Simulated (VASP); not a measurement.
Input of a VASP 6.6.1 run:

File POSCAR:

```
In2O3
1.0
    2.7539365886      1.5899860307      4.9747553814
   -2.7539365886      1.5899860307      4.9747553814
    0.0000000000     -3.1799720615      4.9747553814
In O
4 6
Direct
    0.3570704061      0.3570704061      0.3570704061
    0.1429295939      0.1429295939      0.1429295939
    0.6429295939      0.6429295939      0.6429295939
    0.8570704061      0.8570704061      0.8570704061
    0.5465740402      0.9534259598      0.2500000000
    0.2500000000      0.5465740402      0.9534259598
    0.9534259598      0.2500000000      0.5465740402
    0.4534259598      0.0465740402      0.7500000000
    0.7500000000      0.4534259598      0.0465740402
    0.0465740402      0.7500000000      0.4534259598
```

File INCAR.step1:

```
ALGO = Normal ; EDIFF = 1E-4
ENCUT = 520 ; GGA = PE
ISMEAR = 0 ; LASPH = T
LCHARG = F ; LREAL = F
LWAVE = T ; NBANDS = 55
NELM = 80 ; PREC = Accurate
SIGMA = 0.05
```

File INCAR.step2:

```
ALGO = Normal ; EDIFF = 1E-6
ENCUT = 520 ; ISIF = 2
ISMEAR = 0 ; ISTART = 1
LASPH = T ; LCHARG = T
LELF = T ; LMIXTAU = T
LREAL = F ; LVHAR = T
LWAVE = F ; METAGGA = R2SCAN
NBANDS = 55 ; NELM = 80
PREC = Accurate ; SIGMA = 0.05
```

File KPOINTS:

```
k-points
0
Gamma
  6 6 6
```

Potentials or basis: VASP PAW PBE potentials, release 64 (In_d, O).

The run is started by

```sh
$ cat potpaw_PBE.64/In_d/POTCAR potpaw_PBE.64/O/POTCAR > POTCAR
$ cp INCAR.step1 INCAR
$ mpirun -np 1 vasp_std > vasp.out
$ cp INCAR.step2 INCAR
$ mpirun -np 1 vasp_std > vasp.out
```

Q: Predict the largest force.

A: 0.214 eV/Å.

Q: Predict the pressure.

A: -2.8 GPa.

Q: What does it give for the band gap on the k mesh?

A: 1.64 eV, indirect (least direct gap 1.66 eV).

Stress tensor (GPa, compression positive):
```
-1.51  0.00  0.00
 0.00 -1.51  0.00
 0.00  0.00 -5.46
```

Caveat: the cell differs from its parent crystal (strain +0.000 along x and y, +0.025 along z); the PAW data sets were made with another functional, which shifts forces and pressure a little; spin-orbit coupling is left out, which moves the levels of the heavy elements. A k mesh can miss the band edges.
